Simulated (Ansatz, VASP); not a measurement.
# One calculation of Ga, two programs

File INCAR:

```
SYSTEM = Ga
ALGO = Fast
EDIFF = 1E-7
ENCUT = 520
GGA = PE
ISIF = 2
ISMEAR = 0
LASPH = .True.
LCHARG = .False.
LREAL = .False.
LWAVE = .False.
NBANDS = 20
NELM = 80
PREC = Accurate
SIGMA = 0.05
```

Contents of KPOINTS:

```
k-points
0
Gamma
  12 10 8
  0 0 0
```

Contents of POSCAR:

```
Ga
1.0
    2.7784220849      0.0000000000      0.0000000000
    0.0000000000      3.2816087900      0.0000000000
   -1.3434310986      0.0000000000      3.9902731763
Ga
2
Direct
    0.8470097578      0.2489661178      0.2231243303
    0.1345962700      0.7500000000      0.7701668300
```

Input for Ansatz:

```yaml
crystal:
  lattice:
    - [2.7784220849, 0.0, 0.0]
    - [0.0, 3.28160879, 0.0]
    - [-1.3434310986, 0.0, 3.9902731763]
  atoms:
    - { symbol: Ga, position: [0.8470097578, 0.2489661178, 0.2231243303] }
    - { symbol: Ga, position: [0.13459627, 0.75, 0.77016683] }
basis:
  ecutwfc: 500
  fft_grid_basis: typed
kpoints:
  mp_grid: { grid: [12, 10, 8] }
hamiltonian:
  xc: pbe
  pseudopotentials: { kind: paw }
scf:
  occupations: { method: gaussian, width: 0.05 }
output:
  forces: true
  stress: true
  eigenvalues: true
  bader: true
  write_density: true
  volumetric_format: npy
```

Alike in both runs: task single point; functional PBE; k mesh 12 × 10 × 8; occupations gaussian, width 0.05 eV; no spin polarisation.

```csv
,VASP,Ansatz
version,VASP 6.6.1,Ansatz 0.2.0
potentials or method,"VASP PAW PBE potentials, release 64 (Ga_d), cutoff 520 eV","scalar-relativistic, plane waves, PAW"
valence electrons in the cell,26,26
```

|  | VASP | Ansatz | Ansatz less VASP |
| --- | --- | --- | --- |
| gap on the k mesh at the Fermi level (eV) | none | none | - |
| pressure (GPa) | 3.1 | 2.9 | -0.17 |
| traceless stress, the component that is largest in VASP (GPa) | -1.52 | -1.53 | -0.015 |
| rms of the force components (eV/Å) | 0.127 | 0.126 | -0.0008 |

Atom by atom the forces differ by 0.001 eV/Å (rms over components). A gap of «none» marks a metal or a gap that the smearing closes.
